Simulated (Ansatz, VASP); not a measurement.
Two plane-wave programs on AlNi

File POSCAR:

```
AlNi
1.0
    1.9386940000     -1.9531901500      0.0000000000
    1.9386940000      1.9531901500      0.0000000000
    0.0000000000      0.0000000000      3.0994300413
Al Ni
1 1
Direct
    0.0000000000      0.0000000000      0.0000000000
    0.5000000000      0.5000000000      0.5000000000
```

Contents of INCAR.step1:

```
PREC = Accurate
ENCUT = 520
ISMEAR = 0
SIGMA = 0.1
LREAL = False
LASPH = True
NELM = 100
NBANDS = 14
GGA = PE
ALGO = Normal
EDIFF = 1E-4
LWAVE = True
LCHARG = False
```

File INCAR.step2:

```
PREC = Accurate
ENCUT = 520
EDIFF = 1E-6
ISMEAR = 0
SIGMA = 0.1
LREAL = False
LASPH = True
NELM = 100
ALGO = Normal
ISIF = 2
LWAVE = False
LCHARG = False
METAGGA = R2SCAN
LMIXTAU = True
NBANDS = 14
ISTART = 1
```

KPOINTS

```
Automatic mesh
0
Gamma
  2 2 2
```

Input for Ansatz:

```yaml
crystal:
  lattice:
    - [1.938694, -1.95319015, 0.0]
    - [1.938694, 1.95319015, 0.0]
    - [0.0, 0.0, 3.0994300413]
  atoms:
    - { symbol: Al, position: [0.0, 0.0, 0.0] }
    - { symbol: Ni, position: [0.5, 0.5, 0.5] }
basis:
  ecutwfc: 500
kpoints:
  mp_grid: { grid: [2, 2, 2] }
hamiltonian:
  xc: r2scan
scf:
  occupations: { method: gaussian, width: 0.1 }
output:
  forces: true
  stress: true
  eigenvalues: true
```

Alike in both runs: task single point; functional r2SCAN; k mesh 2 × 2 × 2; occupations gaussian, width 0.1 eV; no spin polarisation.

|  | VASP | Ansatz |
| --- | --- | --- |
| version | VASP 6.6.1 | Ansatz 0.2.0 |
| potentials or method | VASP PAW PBE potentials, release 64 (Al, Ni), cutoff 520 eV | scalar-relativistic, plane waves, PAW |
| valence electrons in the cell | 13 | 21 |

Ansatz gave:

- gap on the k mesh at the Fermi level (eV): none
- pressure (GPa): 4.2
- traceless stress, the component that is largest in VASP (GPa): -11.70

Question: What did VASP give for the same quantities?

Answer: gap on the k mesh at the Fermi level (eV): none; pressure (GPa): 3.8; traceless stress, the component that is largest in VASP (GPa): -11.81.

VASP's potentials were made for PBE, not for r2SCAN. A gap of «none» marks a metal or a gap that the smearing closes. VASP's potentials hold 13 valence electrons a cell and Ansatz's 21, so a difference there can come from the potentials and not from the codes.

The k mesh is coarse, so the values compare programs but aren't converged.
